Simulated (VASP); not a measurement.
# Ge3P5 (P1) in VASP: single point with PBE

Aim: the single point of Ge3P5 with PBE.

All numbers are computed with VASP 6.6.1; they aren't measurements. Logs are shortened: lines on timing, memory, paths and dates and some standing lists are left out, and cuts for length are marked.

## (1) The cell of the first run

The typed cell holds 8 atoms: a = 5.259 Å, b = 5.243 Å, c = 5.209 Å, α = 87.30°, β = 87.14°, γ = 86.80°.

## (2) Single point, PBE

Contents of INCAR:

```
SYSTEM = Ge3P5
ALGO = Normal ; EDIFF = 1E-7
ENCUT = 520 ; GGA = PE
ISIF = 2 ; ISMEAR = 0
LASPH = .TRUE. ; LCHARG = .TRUE.
LELF = .TRUE. ; LREAL = .FALSE.
LVHAR = .TRUE. ; LWAVE = .FALSE.
NBANDS = 44 ; NELM = 100
PREC = Accurate ; SIGMA = 0.2
```

Contents of KPOINTS:

```
k-points
0
G
  6 6 6
  0 0 0
```

Contents of POSCAR:

```
Ge3P5
1.0
    3.6136366247      2.1003397501      3.1910470513
   -3.6022061244      2.1004064788      3.1788283454
    0.0057036306     -4.1472087597      3.1512566431
Ge P
3 5
Direct
    0.7728676624      0.2638520248      0.2613277665
    0.2645675018      0.7720253237      0.2609603610
    0.2636872663      0.2626121124      0.7695795120
    0.7374328533      0.7379681799      0.2106149811
    0.2344718734      0.2360831459      0.2396044464
    0.7809464127      0.7800169720      0.7782924005
    0.7376366551      0.2090357398      0.7396690597
    0.2083897750      0.7384065015      0.7399514727
```

Potentials or basis: VASP PAW PBE potentials, release 64 (Ge_d, P).

Command:

```bash
$ cat potpaw_PBE.64/Ge_d/POTCAR potpaw_PBE.64/P/POTCAR > POTCAR
$ mpirun -np 1 vasp_std > vasp.out
```

OUTCAR:

```text
SYSTEM = Ge3P5
   EDIFF = 1E-7
   ENCUT = 520
   GGA = PE
   ISIF = 2
   ISMEAR = 0
   LASPH = .TRUE.
   LREAL = .FALSE.
   NELM = 100
   PREC = Accurate

 ion  position               nearest neighbor table
   1  0.773  0.264  0.261-   5 2.42   4 2.49   7 2.49   7 2.76   4 2.80   5 2.85
   2  0.265  0.772  0.261-   5 2.43   4 2.48   8 2.50   8 2.76   4 2.81   5 2.83
   3  0.264  0.263  0.770-   5 2.44   7 2.49   8 2.49   5 2.78   8 2.79   7 2.81
   4  0.737  0.738  0.211-   6 2.25   2 2.48   1 2.49   1 2.80   2 2.81
   5  0.234  0.236  0.240-   1 2.42   2 2.43   3 2.44   3 2.78   2 2.83   1 2.85
   6  0.781  0.780  0.778-   8 2.25   7 2.25   4 2.25
   7  0.738  0.209  0.740-   6 2.25   3 2.49   1 2.49   1 2.76   3 2.81
   8  0.208  0.738  0.740-   6 2.25   3 2.49   2 2.50   2 2.76   3 2.79

  Warning from LATTYP: Got some problem with cell dimensions!
  Tried to take original basis but could not verify dimensions!
  LATTYP: Found a triclinic cell.
 ALAT       =     5.2585718598
 B/A-ratio  =     1.3722077566
 C/A-ratio  =     0.9905021320
 COS(alpha) =     0.0021268641
 COS(beta)  =     0.0498676442
 COS(gamma) =     0.6882126103

  Lattice vectors:

 A1 = (  -3.6136366247,  -2.1003397501,  -3.1910470513)
 A2 = (  -7.2158427491,   0.0000667287,  -0.0122187059)
 A3 = (  -0.0057036306,   4.1472087597,  -3.1512566431)

Analysis of symmetry for initial positions (statically):
=====================================================================
 Subroutine PRICEL returns:
 Original cell was already a primitive cell.

 Routine SETGRP: Setting up the symmetry group for a
 triclinic supercell.

 Subroutine GETGRP returns: Found  1 space group operations
 (whereof  1 operations were pure point group operations)
 out of a pool of  2 trial point group operations.

The static configuration has the point symmetry C_1 .

Analysis of symmetry for dynamics (positions and initial velocities):
=====================================================================
 Subroutine PRICEL returns:
 Original cell was already a primitive cell.

 Routine SETGRP: Setting up the symmetry group for a
 triclinic supercell.

 Subroutine GETGRP returns: Found  1 space group operations
 (whereof  1 operations were pure point group operations)
 out of a pool of  2 trial point group operations.

The dynamic configuration has the point symmetry C_1 .

 Subroutine INISYM returns: Found  1 space group operations
 (whereof  1 operations are pure point group operations),
 and found     1 'primitive' translations
[... 112 lines left out ...]
   NFREE  =      0    steps in history (QN), initial steepest desc. (CG)
   ISIF   =      2    stress and relaxation
   ISYM   =      2    0-nonsym 1-usesym 2-fastsym
   POTIM  = 0.5000    time-step for ionic-motion
   TEBEG  =    0.0;   TEEND  =   0.0 temperature during run
   PSTRESS=    0.0 pullay stress
   NELECT =      67.0000    total number of electrons
   NUPDOWN=      -1.0000    fix difference up-down
   EMIN   =  10.00;   EMAX   =-10.00  energy-range for DOS
   EFERMI =   0.00;   METHOD = LEGACY
   ISMEAR =     0;   SIGMA  =   0.20  broadening in eV -4-tet -1-fermi 0-gaus
   EFERMI_NEDOS =   21; number of points for ismear=-14 and -15
   IALGO  =     38    algorithm
   IMIX   =      4    mixing-type and parameters
     AMIX     =   0.40;   BMIX     =  1.00
     AMIX_MAG =   1.60;   BMIX_MAG =  1.00
  volume/ion in A,a.u.               =      17.88       120.69
  Fermi-wavevector in a.u.,A,eV,Ry     =   1.271303  2.402415 21.989897  1.616212
  Thomas-Fermi vector in A             =   2.404244
   LORBIT       =      0    0 simple, 1 ext, 2 COOP (PROOUT), +10 PAW based schemes
   GGA     = PE    functional components
   LHFCALC =     F    Hartree Fock is set to
   AEXX    =    0.0000 exact exchange contribution
   IVDW    =     0    specifies the selected vdW correction
   LEPSILON=     F    determine dielectric tensor
   LRPA    =     F    only Hartree local field effects (RPA)
 non-spin polarized calculation
 Gauss-broadening in eV      SIGMA  =   0.20
  energy-cutoff  :      520.00
  volume of cell :      143.07
 maximum number of plane-waves:      3889
   NGX = 19   NGY = 19   NGZ = 19

 number of electron      67.0000028 magnetization

 Free energy of the ion-electron system (eV)
  ---------------------------------------------------
  ext. energy  EPLUGINS =         0.00000000
  ---------------------------------------------------
  free energy    TOTEN  =       -40.01174844 eV

  energy without entropy =      -39.97159265  energy(sigma->0) =      -39.99167055

 E-fermi :   6.9274     XC(G=0): -10.7097

 val. band max:        6.9236821810   @ k =   0.1667   0.5000   0.3333
 cond. band min:       6.9285070458   @ k =   0.5000   0.1667   0.5000
 fundamental gap:      0.0048248648
 Fermi energy:         6.9273762434

 k-point     1 :       0.0000    0.0000    0.0000
  band No.  band energies     occupation
      1     -17.7084      2.00000
      2     -17.7052      2.00000
      3     -17.6894      2.00000
      4     -17.6836      2.00000
      5     -17.6769      2.00000
      6     -17.6706      2.00000
[... 1117 lines left out ...]
     43      12.4102      0.00000
     44      12.6776      0.00000

 [... further k-points ...]

------------------------ aborting loop because EDIFF is reached ----------------------------------------

  FORCE on cell =-STRESS in cart. coord.  units (eV):
  Direction    XX          YY          ZZ          XY          YZ          ZX
  --------------------------------------------------------------------------------------
  -------------------------------------------------------------------------------------
  Total       -0.1189293     -0.0900765     -0.0812731      0.0064402      0.0015270     -0.0089736
  in kB       -1.3318264     -1.0087196     -0.9101343      0.0721199      0.0170996     -0.1004906
  external PRESSURE =      -1.0835601 kB  Pullay stress =       0.0000000 kB

 VOLUME and BASIS-vectors are now :
 -----------------------------------------------------------------------------
  energy-cutoff  :      520.00
  volume of cell :      143.07
      direct lattice vectors                 reciprocal lattice vectors
     3.613636625  2.100339750  3.191047051     0.138408016  0.079468238  0.104333599
    -3.602206124  2.100406479  3.178828345    -0.138760731  0.079466065  0.104832401
     0.005703631 -4.147208760  3.151256643    -0.000180864 -0.160633019  0.105933095

 POSITION                                       TOTAL-FORCE (eV/Angst)
 -----------------------------------------------------------------------------------
      1.84390      1.09370      4.12851         0.003653      0.002567      0.011461
     -1.82346      1.09499      4.12074        -0.001385      0.002938      0.012766
      0.01128     -2.08618      4.10138         0.001865      0.000286      0.011561
      0.00770      2.22543      5.36276        -0.002964      0.032842     -0.025994
     -0.00176     -0.00535      2.25373        -0.000400     -0.002534     -0.019122
      0.01671      0.05086      7.42418        -0.004836     -0.001302      0.061825
      1.91678     -1.07921      5.34921         0.027273     -0.020630     -0.026621
     -1.90263     -1.08009      5.34403        -0.023205     -0.014167     -0.025876
 -----------------------------------------------------------------------------------
    total drift:                               -0.000569     -0.000996      0.000916

  FREE ENERGIE OF THE ION-ELECTRON SYSTEM (eV)
  ---------------------------------------------------
  free  energy   TOTEN  =       -40.0117484443 eV

  energy  without entropy=      -39.9715926488  energy(sigma->0) =      -39.99167055
```

OSZICAR:

```text
N       E                     dE             d eps       ncg     rms          rms(c)
DAV:   1     0.689664046066E+03    0.68966E+03   -0.29703E+04 12516   0.316E+03
DAV:   2     0.935160609440E+02   -0.59615E+03   -0.56671E+03  9856   0.893E+02
DAV:   3    -0.310638625124E+02   -0.12458E+03   -0.12033E+03 11144   0.202E+02
DAV:   4    -0.400106396197E+02   -0.89468E+01   -0.87864E+01 12420   0.589E+01
DAV:   5    -0.402867935225E+02   -0.27615E+00   -0.27504E+00 12228   0.111E+01    0.999E+00
DAV:   6    -0.400304760773E+02    0.25632E+00   -0.55623E-01 13440   0.491E+00    0.585E+00
DAV:   7    -0.400143027162E+02    0.16173E-01   -0.27609E-01 13240   0.247E+00    0.126E+00
DAV:   8    -0.400110989769E+02    0.32037E-02   -0.41829E-02 12528   0.187E+00    0.374E-01
DAV:   9    -0.400116250865E+02   -0.52611E-03   -0.41575E-03 11984   0.647E-01    0.150E-01
DAV:  10    -0.400116860248E+02   -0.60938E-04   -0.52202E-04 12840   0.490E-01    0.732E-02
DAV:  11    -0.400117454018E+02   -0.59377E-04   -0.15309E-04 11884   0.837E-02    0.155E-02
DAV:  12    -0.400117472792E+02   -0.18774E-05   -0.14724E-05 12572   0.647E-02    0.123E-02
DAV:  13    -0.400117486372E+02   -0.13581E-05   -0.59587E-06 12064   0.223E-02    0.437E-03
DAV:  14    -0.400117484838E+02    0.15341E-06   -0.97135E-07 12512   0.953E-03    0.231E-03
DAV:  15    -0.400117484443E+02    0.39530E-07   -0.77859E-08  6468   0.260E-03
   1 F= -.40011748E+02 E0= -.39991671E+02  d E =-.401558E-01
```

stdout:

```text
POSCAR found type information on POSCAR GeP
 POSCAR found :  2 types and       8 ions
 scaLAPACK will be used
 LDA part: xc-table for (Slater+PW92), standard interpolation
 POSCAR, INCAR and KPOINTS ok, starting setup
 FFT: planning ... GRIDC
 FFT: planning ... GRID_SOFT
 FFT: planning ... GRID
 WAVECAR not read
 entering main loop
```

Wall time 13 min (1 thread of Oxide Virtual Turin-like, shared host); peak memory 0.57 GiB.

Results:

| Quantity | Value |
| --- | --- |
| Free energy | -40.0117 eV |
| Pressure | -0.1 GPa |
| Largest force | 0.062 eV/Å |

Forces in eV/Å, atoms in the order of the input:
```
Ge   0.004  0.003  0.011
Ge  -0.001  0.003  0.013
Ge   0.002  0.000  0.012
P   -0.003  0.033 -0.026
P    0.000 -0.003 -0.019
P   -0.005 -0.001  0.062
P    0.027 -0.021 -0.027
P   -0.023 -0.014 -0.026
```

Levels at points of the mesh, in eV from the Fermi level:
```
           k point  band 31  band 32  band 33  band 34  band 35  band 36  band 37  band 38
(0.00, 0.00, 0.00)    -3.27    -1.85    -1.43    -1.09    -1.03     1.81     1.91     1.95
(0.50, 0.00, 0.00)    -2.25    -1.69    -0.98     0.06     0.69     2.43     2.44     2.81
(0.00, 0.50, 0.00)    -2.25    -1.65    -0.95     0.12     0.75     2.41     2.42     2.83
(0.50, 0.50, 0.00)    -1.09    -1.05    -0.31     0.21     0.67     1.91     2.27     2.69
(0.00, 0.00, 0.50)    -2.23    -1.57    -0.87     0.26     0.90     2.38     2.39     2.85
(0.50, 0.00, 0.50)    -1.01    -0.96    -0.19     0.28     0.76     1.89     2.23     2.65
(0.00, 0.50, 0.50)    -0.99    -0.89    -0.14     0.30     0.80     1.88     2.21     2.63
(0.50, 0.50, 0.50)    -0.63     0.15     1.08     1.09     1.19     1.30     1.37     1.46
```
